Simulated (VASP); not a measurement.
# Os (P6_3/mmc) in VASP: notebook

Runs on Os. Level: r2SCAN. Tasks: single point.

All numbers are computed with VASP 6.6.1; they aren't measurements. Logs are shortened: lines on timing, memory, paths and dates and some standing lists are left out, and cuts for length are marked.

## (1) The cell of the first run

Symmetry: P6_3/mmc, No. 194, hexagonal system. Conventional cell: a = 2.723 Å, b = 2.723 Å, c = 4.296 Å, α = 90.00°, β = 90.00°, γ = 120.00°. Os (site symmetry -6m2) has 12 Os at 2.66 to 2.72 Å within 3.5 Å.

## (2) Single point, r2SCAN

File POSCAR:

```
Os
1.0
    2.7231592587      0.0000000000      0.0000000000
   -1.3615796293      2.3583250966      0.0000000000
    0.0000000000      0.0000000000      4.2955855161
Os
2
Direct
    0.3333333333      0.6666666667      0.2500000000
    0.6666666667      0.3333333333      0.7500000000
```

File INCAR.step1:

```
SYSTEM = Os
ALGO     = Normal         ! electronic algorithm
EDIFF    = 1E-4           ! SCF threshold, eV
ENCUT    = 520            ! plane-wave cutoff, eV
GGA      = PE             ! functional
ISMEAR   = -1             ! smearing method
LASPH    = .True.         ! aspherical terms in the spheres
LCHARG   = .False.        ! write CHGCAR
LREAL    = .False.        ! projectors in reciprocal space
LWAVE    = .True.         ! write WAVECAR
NBANDS   = 15             ! bands
NELM     = 80             ! most SCF steps
PREC     = Accurate       ! precision mode
SIGMA    = 0.05           ! smearing width, eV
```

File INCAR.step2:

```
SYSTEM = Os
ALGO     = Normal         ! electronic algorithm
EDIFF    = 1E-6           ! SCF threshold, eV
ENCUT    = 520            ! plane-wave cutoff, eV
ISIF     = 2              ! what is computed and relaxed
ISMEAR   = -1             ! smearing method
ISTART   = 1            
LASPH    = .True.         ! aspherical terms in the spheres
LCHARG   = .False.        ! write CHGCAR
LMIXTAU  = .True.       
LREAL    = .False.        ! projectors in reciprocal space
LWAVE    = .False.        ! write WAVECAR
METAGGA  = R2SCAN         ! meta-GGA
NBANDS   = 15             ! bands
NELM     = 80             ! most SCF steps
PREC     = Accurate       ! precision mode
SIGMA    = 0.05           ! smearing width, eV
```

File KPOINTS:

```
k-points
0
Gamma
  20 20 12
  0 0 0
```

Potentials or basis: VASP PAW PBE potentials, release 64 (Os).

Command:

```bash
$ cat potpaw_PBE.64/Os/POTCAR > POTCAR
$ cp INCAR.step1 INCAR
$ mpirun -np 1 vasp_std > vasp.out
$ cp INCAR.step2 INCAR
$ mpirun -np 1 vasp_std > vasp.out
```

OUTCAR:

```text
SYSTEM = Os
   EDIFF = 1E-6
   ENCUT = 520
   ISIF = 2
   ISMEAR = -1
   ISTART = 1
   LASPH = .True.
   LREAL = .False.
   METAGGA = R2SCAN
   NELM = 80
   PREC = Accurate

 ion  position               nearest neighbor table
   1  0.333  0.667  0.250-   2 2.66   2 2.66   2 2.66   2 2.66   2 2.66   2 2.66
   2  0.667  0.333  0.750-   1 2.66   1 2.66   1 2.66   1 2.66   1 2.66   1 2.66

  LATTYP: Found a hexagonal cell.
 ALAT       =     2.7231592587
 C/A-ratio  =     1.5774272116

  Lattice vectors:

 A1 = (   2.7231592587,   0.0000000000,   0.0000000000)
 A2 = (  -1.3615796293,   2.3583250966,   0.0000000000)
 A3 = (   0.0000000000,   0.0000000000,   4.2955855161)

Analysis of symmetry for initial positions (statically):
=====================================================================
 Subroutine PRICEL returns:
 Original cell was already a primitive cell.

 Routine SETGRP: Setting up the symmetry group for a
 hexagonal supercell.

 Subroutine GETGRP returns: Found 24 space group operations
 (whereof 12 operations were pure point group operations)
 out of a pool of 24 trial point group operations.

The static configuration has the point symmetry D_3d.
 The point group associated with its full space group is D_6h.

Analysis of symmetry for dynamics (positions and initial velocities):
=====================================================================
 Subroutine PRICEL returns:
 Original cell was already a primitive cell.

 Routine SETGRP: Setting up the symmetry group for a
 hexagonal supercell.

 Subroutine GETGRP returns: Found 24 space group operations
 (whereof 12 operations were pure point group operations)
 out of a pool of 24 trial point group operations.

The dynamic configuration has the point symmetry D_3d.
 The point group associated with its full space group is D_6h.

 Subroutine INISYM returns: Found 24 space group operations
 (whereof 12 operations are pure point group operations),
 and found     1 'primitive' translations

----------------------------------------------------------------------------------------

                                     Primitive cell

  volume of cell :      27.5867

  direct lattice vectors                    reciprocal lattice vectors
     2.723159259  0.000000000  0.000000000     0.367220535  0.212014875  0.000000000
    -1.361579629  2.358325097  0.000000000     0.000000000  0.424029750  0.000000000
     0.000000000  0.000000000  4.295585516     0.000000000  0.000000000  0.232797135
[... 87 lines left out ...]
   NSW    =      0    number of steps for IOM
   IBRION =     -1    ionic relax: 0-MD 1-quasi-New 2-CG
   NFREE  =      0    steps in history (QN), initial steepest desc. (CG)
   ISIF   =      2    stress and relaxation
   ISYM   =      2    0-nonsym 1-usesym 2-fastsym
   POTIM  = 0.5000    time-step for ionic-motion
   TEBEG  =    0.0;   TEEND  =   0.0 temperature during run
   PSTRESS=    0.0 pullay stress
   NELECT =      16.0000    total number of electrons
   NUPDOWN=      -1.0000    fix difference up-down
   EMIN   =  10.00;   EMAX   =-10.00  energy-range for DOS
   EFERMI =   0.00;   METHOD = LEGACY
   ISMEAR =    -1;   SIGMA  =   0.05  broadening in eV -4-tet -1-fermi 0-gaus
   EFERMI_NEDOS =   21; number of points for ismear=-14 and -15
   IALGO  =     38    algorithm
   IMIX   =      4    mixing-type and parameters
     AMIX     =   0.40;   BMIX     =  1.00
     AMIX_MAG =   1.60;   BMIX_MAG =  1.00
  volume/ion in A,a.u.               =      13.79        93.08
  Fermi-wavevector in a.u.,A,eV,Ry     =   1.365259  2.579966 25.360346  1.863933
  Thomas-Fermi vector in A             =   2.491503
   LORBIT       =      0    0 simple, 1 ext, 2 COOP (PROOUT), +10 PAW based schemes
   METAGGA = R2SCAN    functional components
   LHFCALC =     F    Hartree Fock is set to
   AEXX    =    0.0000 exact exchange contribution
   IVDW    =     0    specifies the selected vdW correction
   LEPSILON=     F    determine dielectric tensor
   LRPA    =     F    only Hartree local field effects (RPA)
 non-spin polarized calculation
  energy-cutoff  :      520.00
  volume of cell :       27.59
 maximum number of plane-waves:       764
   NGX = 11   NGY = 11   NGZ = 15

 number of electron      15.9999998 magnetization

 Free energy of the ion-electron system (eV)
  ---------------------------------------------------
  ext. energy  EPLUGINS =         0.00000000
  ---------------------------------------------------
  free energy    TOTEN  =      -106.00275301 eV

  energy without entropy =     -105.99542626  energy(sigma->0) =     -105.99908963

 E-fermi :   9.5178     XC(G=0): -15.4847

 val. band max:        9.5132494954   @ k =   0.1500   0.0000   0.3333
 cond. band min:       9.5238604270   @ k =   0.5000  -0.0000   0.2500
 fundamental gap:      0.0106109316
 Fermi energy:         9.5178305974

 k-point     1 :       0.0000    0.0000    0.0000
  band No.  band energies     occupation
      1      -2.0881      2.00000
      2       1.2005      2.00000
      3       6.2311      2.00000
      4       6.2311      2.00000
      5       6.5292      2.00000
      6       7.1240      2.00000
      7       7.1240      2.00000
      8       7.7882      2.00000
      9       7.7882      2.00000
     10       9.5081      1.09686
     11      11.2632      0.00000
     12      11.2632      0.00000
     13      19.2427      0.00000
     14      24.2403      0.00000
[... 401 lines left out ...]
      2       2.7871      2.00000
      3       3.8234      2.00000
      4       4.6020      2.00000
      5       5.9456      2.00000
      6       6.4253      2.00000
      7       7.2849      2.00000
      8       9.0092      1.99992
      9       9.7345      0.02590
     10      10.6877      0.00000
     11      12.0161      0.00000
     12      18.6496      0.00000
     13      19.3117      0.00000
     14      22.2967      0.00000
     15      24.3524      0.00000

 [... further k-points ...]
[... 5 lines left out ...]
  --------------------------------------------------------------------------------------
  -------------------------------------------------------------------------------------
  Total        1.4099757      1.4099757      1.4196081      0.0000000      0.0000000      0.0000000
  in kB       81.8885423     81.8885423     82.4479725      0.0000000      0.0000000      0.0000000
  external PRESSURE =      82.0750190 kB  Pullay stress =       0.0000000 kB

 VOLUME and BASIS-vectors are now :
 -----------------------------------------------------------------------------
  energy-cutoff  :      520.00
  volume of cell :       27.59
      direct lattice vectors                 reciprocal lattice vectors
     2.723159259  0.000000000  0.000000000     0.367220535  0.212014875  0.000000000
    -1.361579629  2.358325097  0.000000000     0.000000000  0.424029750  0.000000000
     0.000000000  0.000000000  4.295585516     0.000000000  0.000000000  0.232797135

 POSITION                                       TOTAL-FORCE (eV/Angst)
 -----------------------------------------------------------------------------------
     -0.00000      1.57222      1.07390        -0.000000     -0.000000      0.000000
      1.36158      0.78611      3.22169         0.000000      0.000000      0.000000
 -----------------------------------------------------------------------------------
    total drift:                               -0.000000      0.000000     -0.000000

  FREE ENERGIE OF THE ION-ELECTRON SYSTEM (eV)
  ---------------------------------------------------
  free  energy   TOTEN  =      -106.0027530096 eV

  energy  without entropy=     -105.9954262557  energy(sigma->0) =     -105.99908963
```

OUTCAR.step1:

```text
SYSTEM = Os
   EDIFF = 1E-4
   ENCUT = 520
   GGA = PE
   ISMEAR = -1
   LASPH = .True.
   LREAL = .False.
[... 654 lines left out ...]
     -0.00000      1.57222      1.07390        -0.000000      0.000000      0.000000
      1.36158      0.78611      3.22169         0.000000      0.000000      0.000000
 -----------------------------------------------------------------------------------
    total drift:                               -0.000000      0.000000     -0.000000

  FREE ENERGIE OF THE ION-ELECTRON SYSTEM (eV)
  ---------------------------------------------------
  free  energy   TOTEN  =       -22.4629253916 eV

  energy  without entropy=      -22.4551376844  energy(sigma->0) =      -22.45903154
```

OSZICAR.step1:

```text
N       E                     dE             d eps       ncg     rms          rms(c)
DAV:   1     0.104323812762E+03    0.10432E+03   -0.74719E+03  9240   0.103E+03
DAV:   2    -0.190725661260E+02   -0.12340E+03   -0.10801E+03  9415   0.329E+02
DAV:   3    -0.238135339773E+02   -0.47410E+01   -0.45817E+01 12593   0.570E+01
DAV:   4    -0.238475692053E+02   -0.34035E-01   -0.34005E-01 10045   0.498E+00
DAV:   5    -0.238477484508E+02   -0.17925E-03   -0.17924E-03 12698   0.340E-01    0.241E+01
DAV:   6    -0.227975543032E+02    0.10502E+01   -0.82175E-01 11739   0.772E+00    0.112E+01
DAV:   7    -0.224709600643E+02    0.32659E+00   -0.61762E-01 11893   0.655E+00    0.543E-01
DAV:   8    -0.224655672742E+02    0.53928E-02   -0.64881E-03  9513   0.615E-01    0.357E-01
DAV:   9    -0.224629063884E+02    0.26609E-02   -0.17124E-03 11263   0.411E-01    0.429E-02
DAV:  10    -0.224629253916E+02   -0.19003E-04   -0.58959E-05  7770   0.701E-02
   1 F= -.22462925E+02 E0= -.22459032E+02  d E =-.778771E-02
```

Run time: 3.7 min. Hardware: 1 thread of Intel Xeon 6975P-C, shared host; peak memory 0.23 GiB.

Results:

```
Free energy            : -106.0028 eV
Pressure               : 8.2 GPa
Band gap on the k mesh : zero (band 8 reaches 11.70 eV, above the bottom of band 9 at 7.48 eV)
```

Caveat: the PAW data sets were made with another functional, which shifts forces and pressure a little; spin-orbit coupling is left out, which moves the levels of the heavy elements.

[end of part 1 of 2]
